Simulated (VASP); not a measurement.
A run of VASP 6.6.1 is set up as follows.

File POSCAR:

```
Nb
1.0
   -1.6514837794      1.6514837794      1.6514837794
    1.6514837794     -1.6514837794      1.6514837794
    1.6514837794      1.6514837794     -1.6514837794
Nb
1
Direct
    0.0000000000      0.0000000000      0.0000000000
```

INCAR.step1

```
PREC     = Accurate       # precision mode
ENCUT    = 520            # plane-wave cutoff, eV
ISMEAR   = 0              # smearing method
SIGMA    = 0.05           # smearing width, eV
LREAL    = F              # projectors in reciprocal space
LASPH    = T              # aspherical terms in the spheres
NELM     = 100            # most SCF steps
NBANDS   = 12             # bands
GGA      = PE             # functional
ALGO     = Normal         # electronic algorithm
EDIFF    = 1E-4           # SCF threshold, eV
LWAVE    = T              # write WAVECAR
LCHARG   = F              # write CHGCAR
```

INCAR.step2

```
PREC     = Accurate       # precision mode
ENCUT    = 520            # plane-wave cutoff, eV
EDIFF    = 1E-7           # SCF threshold, eV
ISMEAR   = 0              # smearing method
SIGMA    = 0.05           # smearing width, eV
LREAL    = F              # projectors in reciprocal space
LASPH    = T              # aspherical terms in the spheres
NELM     = 100            # most SCF steps
ALGO     = Normal         # electronic algorithm
ISIF     = 2              # what is computed and relaxed
LWAVE    = F              # write WAVECAR
LCHARG   = T              # write CHGCAR
METAGGA  = R2SCAN         # meta-GGA
LMIXTAU  = T            
LELF     = T              # ELF
LVHAR    = T            
NBANDS   = 12             # bands
ISTART   = 1
```

The input KPOINTS:

```
Automatic mesh
0
Gamma
  18 18 18
```

Potentials or basis: VASP PAW PBE potentials, release 64 (Nb_sv).

Command:

```bash
$ cat potpaw_PBE.64/Nb_sv/POTCAR > POTCAR
$ cp INCAR.step1 INCAR
$ mpirun -np 1 vasp_std > vasp.out
$ cp INCAR.step2 INCAR
$ mpirun -np 1 vasp_std > vasp.out
```

Task: What does it give for the pressure?

Result: 0.0 GPa.

Caveat: the PAW data sets were made with another functional, which shifts forces and pressure a little.
